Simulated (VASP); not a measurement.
**CuI: single point with PBE**

The system is CuI.

```
Cu I
1.0
     0.00000    3.03945    3.03945
     3.03945    0.00000    3.03945
     3.03945    3.03945    0.00000
Cu I
1 1
Direct
  0.25000 0.25000 0.25000
  0.00000 0.00000 0.00000
```

```
Program             : VASP 6.6.1
Task                : single point
Functional          : PBE
Potentials or basis : VASP PAW PBE potentials, release 64 (Cu, I)
Cutoff              : 600 eV
k mesh              : 6 × 6 × 6
Occupations         : gaussian, width 0.01 eV
Spin                : no spin polarisation
```

* Pressure: 0.1 GPa
* Band gap on the k mesh: 1.12 eV

Levels at points of the mesh, in eV from the valence-band top:
```csv
k point,band 5,band 6,band 7,band 8,band 9,band 10,band 11,band 12,band 13,band 14
"(0.00, 0.00, 0.00)",-1.82,-1.82,0.00,0.00,0.00,1.12,4.88,4.88,4.88,8.17
"(0.50, 0.00, 0.00)",-1.79,-1.79,-1.75,-0.70,-0.70,2.15,5.41,5.41,7.39,9.09
"(0.50, 0.50, 0.00)",-1.84,-1.76,-1.73,-1.47,-1.47,2.73,2.91,9.14,9.72,9.72
```

It took 18 s on 1 thread of Intel(R) Xeon(R) Platinum 8375C CPU @ 2.90GHz (Ice Lake) (shared host), peak memory 0.21 GiB.

Caveat: spin-orbit coupling is left out, which moves the levels of the heavy elements. A hybrid or GW would open this gap; PBE tends to underestimate it.
